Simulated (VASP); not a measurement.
# CdTe (F-43m) in VASP: a series of runs, part 2 of 2

VASP 6.6.1. Earlier steps stand in the parts before.

## 3. Single point, PBE, non-collinear spin, zero start, spin-orbit coupling (volume scaled by 1.05)

INCAR

```
PREC = Accurate
ENCUT = 520
EDIFF = 1E-6
ISMEAR = 0
SIGMA = 0.05
LREAL = False
LASPH = True
NELM = 150
ALGO = Normal
ISIF = 2
LWAVE = False
LCHARG = False
LNONCOLLINEAR = True
MAGMOM = 0 0 0 0 0 0
LORBIT = 11
LSORBIT = True
GGA_COMPAT = False
LORBMOM = True
GGA = PE
NBANDS = 30
```

KPOINTS

```
regular mesh
0
Gamma
  6 6 6
```

POSCAR

```
CdTe
1.0
    0.0000000000      3.2575490001      3.2575490001
    3.2575490001      0.0000000000      3.2575490001
    3.2575490001      3.2575490001      0.0000000000
Cd Te
1 1
Direct
    0.0000000000      0.0000000000      0.0000000000
    0.2500000000      0.2500000000      0.2500000000
```

Potentials or basis: VASP PAW PBE potentials, release 64 (Cd, Te).

Launch:

```bash
$ cat potpaw_PBE.64/Cd/POTCAR potpaw_PBE.64/Te/POTCAR > POTCAR
$ mpirun -np 1 vasp_ncl > vasp.out
```

OUTCAR:

```text
PREC = Accurate
   ENCUT = 520
   EDIFF = 1E-6
   ISMEAR = 0
   LREAL = False
   LASPH = True
   NELM = 150
   ISIF = 2
   LNONCOLLINEAR = True
   LORBIT = 11
   LSORBIT = True
   GGA = PE

 ion  position               nearest neighbor table
   1  0.000  0.000  0.000-   2 2.82   2 2.82   2 2.82   2 2.82
   2  0.250  0.250  0.250-   1 2.82   1 2.82   1 2.82   1 2.82

  LATTYP: Found a face centered cubic cell.
 ALAT       =     6.5150980002

  Lattice vectors:

 A1 = (   0.0000000000,   3.2575490001,   3.2575490001)
 A2 = (   3.2575490001,   0.0000000000,   3.2575490001)
 A3 = (   3.2575490001,   3.2575490001,   0.0000000000)

Analysis of symmetry for initial positions (statically):
=====================================================================
 Subroutine PRICEL returns:
 Original cell was already a primitive cell.

 Routine SETGRP: Setting up the symmetry group for a
 face centered cubic supercell.

 Subroutine GETGRP returns: Found 24 space group operations
 (whereof 24 operations were pure point group operations)
 out of a pool of 48 trial point group operations.

The static configuration has the point symmetry T_d .

Analysis of symmetry for dynamics (positions and initial velocities):
=====================================================================
 Subroutine PRICEL returns:
 Original cell was already a primitive cell.

 Routine SETGRP: Setting up the symmetry group for a
 face centered cubic supercell.

 Subroutine GETGRP returns: Found 24 space group operations
 (whereof 24 operations were pure point group operations)
 out of a pool of 48 trial point group operations.

The dynamic configuration has the point symmetry T_d .

Analysis of structural, dynamic, and magnetic symmetry:
=====================================================================
 Subroutine PRICEL returns:
 Original cell was already a primitive cell.

 Routine SETGRP: Setting up the symmetry group for a
[... 932 lines left out ...]

 # of ion     p       d       tot
 ----------------------------------------
  1         0.000   0.000   0.000
  2         0.000  -0.000   0.000
 ----------------------------------------
            0.000   0.000   0.000

 orbital moment (z)

 # of ion     p       d       tot
 ----------------------------------------
  1         0.000   0.000   0.000
  2         0.000   0.000   0.000
 ----------------------------------------
            0.000   0.000   0.000

 Spin-Orbit-Coupling matrix elements

 Ion:    1  E_soc:     -0.0604844
 l=   1
     0.0000000    -0.0031151    -0.0031151
    -0.0031151     0.0000000    -0.0031151
    -0.0031151    -0.0031151     0.0000000
 l=   2
     0.0000000    -0.0013995     0.0000000    -0.0013995    -0.0055661
    -0.0013995     0.0000000    -0.0041746    -0.0013995    -0.0013915
     0.0000000    -0.0041746     0.0000000    -0.0041746     0.0000000
    -0.0013995    -0.0013995    -0.0041746     0.0000000    -0.0013915
    -0.0055661    -0.0013915     0.0000000    -0.0013915     0.0000000
 l=   3
     0.0000000     0.0000000     0.0000000     0.0000000     0.0000000     0.0000000     0.0000000
     0.0000000     0.0000000     0.0000000     0.0000000     0.0000000     0.0000000     0.0000000
     0.0000000     0.0000000     0.0000000     0.0000000     0.0000000     0.0000000     0.0000000
     0.0000000     0.0000000     0.0000000     0.0000000     0.0000000     0.0000000     0.0000000
     0.0000000     0.0000000     0.0000000     0.0000000     0.0000000     0.0000000     0.0000000
     0.0000000     0.0000000     0.0000000     0.0000000     0.0000000     0.0000000     0.0000000
     0.0000000     0.0000000     0.0000000     0.0000000     0.0000000     0.0000000     0.0000000

 Ion:    2  E_soc:     -0.1948414
 l=   1
     0.0000000    -0.0324014    -0.0324014
    -0.0324014     0.0000000    -0.0324014
    -0.0324014    -0.0324014     0.0000000
 l=   2
     0.0000000    -0.0000296     0.0000000    -0.0000296    -0.0000426
    -0.0000296     0.0000000    -0.0000319    -0.0000296    -0.0000106
     0.0000000    -0.0000319     0.0000000    -0.0000319     0.0000000
    -0.0000296    -0.0000296    -0.0000319     0.0000000    -0.0000106
    -0.0000426    -0.0000106     0.0000000    -0.0000106     0.0000000
 l=   3
     0.0000000     0.0000000     0.0000000     0.0000000     0.0000000     0.0000000     0.0000000
     0.0000000     0.0000000     0.0000000     0.0000000     0.0000000     0.0000000     0.0000000
     0.0000000     0.0000000     0.0000000     0.0000000     0.0000000     0.0000000     0.0000000
     0.0000000     0.0000000     0.0000000     0.0000000     0.0000000     0.0000000     0.0000000
     0.0000000     0.0000000     0.0000000     0.0000000     0.0000000     0.0000000     0.0000000
     0.0000000     0.0000000     0.0000000     0.0000000     0.0000000     0.0000000     0.0000000
     0.0000000     0.0000000     0.0000000     0.0000000     0.0000000     0.0000000     0.0000000

 total charge

# of ion       s       p       d       tot
------------------------------------------
    1        0.469   0.309   9.531  10.310
    2        1.351   2.055   0.020   3.426
--------------------------------------------------
tot          1.819   2.365   9.552  13.736

 magnetization (x)

# of ion       s       p       d       tot
------------------------------------------
    1        0.000  -0.000  -0.000   0.000
    2       -0.000   0.000   0.000  -0.000
--------------------------------------------------
tot          0.000  -0.000  -0.000   0.000

 magnetization (y)

# of ion       s       p       d       tot
------------------------------------------
    1        0.000  -0.000   0.000   0.000
    2       -0.000   0.000   0.000   0.000
--------------------------------------------------
tot          0.000  -0.000   0.000   0.000

 magnetization (z)

# of ion       s       p       d       tot
------------------------------------------
    1        0.000  -0.000  -0.000   0.000
    2       -0.000   0.000   0.000   0.000
--------------------------------------------------
tot          0.000   0.000  -0.000   0.000
```

stdout:

```text
POSCAR found type information on POSCAR CdTe
 POSCAR found :  2 types and       2 ions
 scaLAPACK will be used
 LDA part: xc-table for (Slater+PW92), standard interpolation
 POSCAR, INCAR and KPOINTS ok, starting setup
 FFT: planning ... GRIDC
 FFT: planning ... GRID_SOFT
 FFT: planning ... GRID
 WAVECAR not read
 entering main loop
```

It took 67 s on 1 thread of Intel Xeon Platinum 8488C (Sapphire Rapids), shared host; peak memory 0.41 GiB.

What came out:

* Free energy: -4.9122 eV
* Pressure: 2.0 GPa
* Net moment: 0.00 μB per cell
* Valence electrons inside the program's atomic spheres: Cd 10.31; Te 3.43

Moments on the atoms (μB; x, y, z):
```
Cd  0.00 0.00 0.00
Te  0.00 0.00 0.00
```

## 4. Single point, PBE, non-collinear spin, zero start, spin-orbit coupling

INCAR

```
PREC     = Accurate       # precision mode
ENCUT    = 520            # plane-wave cutoff, eV
EDIFF    = 1E-7           # SCF threshold, eV
ISMEAR   = 0              # smearing method
SIGMA    = 0.05           # smearing width, eV
LREAL    = F              # projectors in reciprocal space
LASPH    = T              # aspherical terms in the spheres
NELM     = 150            # most SCF steps
ALGO     = Normal         # electronic algorithm
ISIF     = 2              # what is computed and relaxed
LWAVE    = F              # write WAVECAR
LCHARG   = F              # write CHGCAR
MAGMOM   = 0 0 0 0 0 0    # initial moments
LORBIT   = 11             # projections on sites
LSORBIT  = T              # spin-orbit coupling
GGA_COMPAT= F            
LORBMOM  = T            
GGA      = PE             # functional
NBANDS   = 30             # bands
```

KPOINTS

```
Automatic mesh
0
Gamma
  8 8 8
```

POSCAR

```
CdTe
1.0
    0.0000000000      3.2049986979      3.2049986979
    3.2049986979      0.0000000000      3.2049986979
    3.2049986979      3.2049986979      0.0000000000
Cd Te
1 1
Direct
    0.0000000000      0.0000000000      0.0000000000
    0.2500000000      0.2500000000      0.2500000000
```

Launch:

```bash
$ cat potpaw_PBE.64/Cd/POTCAR potpaw_PBE.64/Te/POTCAR > POTCAR
$ mpirun -np 1 vasp_ncl > vasp.out
```

Run time: 2.5 min. Hardware: 1 thread of Intel Xeon Platinum 8488C (Sapphire Rapids), shared host; peak memory 0.45 GiB.

The run converged. Its results:

| Item | Value |
| --- | --- |
| Free energy | -4.8525 eV |
| Pressure | 4.4 GPa |
| Net moment | 0.00 μB per cell |
| Valence electrons inside the program's atomic spheres | Cd 10.35; Te 3.45 |

Moments on the atoms (μB; x, y, z):
```
Cd  0.00 0.00 0.00
Te  0.00 0.00 0.00
```

## 5. Overview

```tsv
cell	k mesh	pressure (GPa)	moment (μB)
a = 4.533 Å, angles 60.0°, 2 atoms	6 × 6 × 6	4.4	0.00
a = 4.607 Å, angles 60.0°, 2 atoms	6 × 6 × 6	2.0	0.00
a = 4.533 Å, angles 60.0°, 2 atoms	8 × 8 × 8	4.4	0.00
```

Alike in all rows: task single point; level PBE; potentials or basis VASP PAW PBE potentials, release 64 (Cd, Te); spin non-collinear, zero start, SOC; cutoff (eV) 520; smearing gaussian 0.05 eV.

Total energies depend on the potentials used, so only differences within one code and one set of settings carry meaning.
